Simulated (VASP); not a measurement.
Here is a VASP 6.6.1 calculation.

The input INCAR:

```
SYSTEM = Ti2Te2S
ALGO = Normal
EDIFF = 1E-7
EDIFFG = -0.001
ENCUT = 600
GGA = PE
IBRION = 2
ISIF = 3
ISMEAR = 0
LASPH = .True.
LCHARG = .False.
LREAL = .False.
LWAVE = .False.
NELM = 100
NSW = 80
PREC = Accurate
SIGMA = 0.1
```

Contents of KPOINTS:

```
k-points
0
Gamma
  12 12 4
  0 0 0
```

File POSCAR:

```
Ti2Te2S
1.0
    3.6182031178      0.0000000000      0.0000000000
   -1.8091015589      3.1334558161      0.0000000000
    0.0000000000      0.0000000000     10.2052027231
Ti Te S
2 2 1
Direct
    0.6666666667      0.3333333333      0.8755656620
    0.3333333333      0.6666666667      0.1244343380
    0.3333333333      0.6666666667      0.6924395096
    0.6666666667      0.3333333333      0.3075604904
    0.0000000000      0.0000000000      0.0000000000
```

Potentials or basis: VASP PAW PBE potentials, release 64 (Ti_sv, Te, S).

Launch:

```sh
$ cat potpaw_PBE.64/Ti_sv/POTCAR potpaw_PBE.64/Te/POTCAR potpaw_PBE.64/S/POTCAR > POTCAR
$ mpirun -np 1 vasp_std > vasp.out
```

Predict the relaxed volume.

23.07 Å³/atom.

What does it give for the relaxed cell?

a = 3.617 Å, b = 3.617 Å, c = 10.179 Å, α = 90.00°, β = 90.00°, γ = 120.00°.

Estimate the band gap on the k mesh.

zero (bands 21 and 22 overlap by 0.47 eV).

Estimate the space group after relaxing (to 0.1 Å).

P-3m1 (No. 164).

Final structure:
```cif
data_structure
_symmetry_space_group_name_H-M 'P 1'
_symmetry_Int_Tables_number 1
_cell_length_a 3.6175
_cell_length_b 3.6175
_cell_length_c 10.1786
_cell_angle_alpha 90.000
_cell_angle_beta 90.000
_cell_angle_gamma 120.000
_cell_volume 115.35
loop_
_atom_site_label
_atom_site_type_symbol
_atom_site_fract_x
_atom_site_fract_y
_atom_site_fract_z
_atom_site_occupancy
Ti1 Ti 0.66667 0.33333 0.87507 1
Ti2 Ti 0.33333 0.66667 0.12493 1
Te1 Te 0.33333 0.66667 0.69135 1
Te2 Te 0.66667 0.33333 0.30865 1
S1 S 0.00000 0.00000 0.00000 1
```

Caveat: spin-orbit coupling is left out, which moves the levels of the heavy elements; this functional lacks dispersion, which binds layers or chains, so the pressure and a relaxed spacing across them are unreliable.
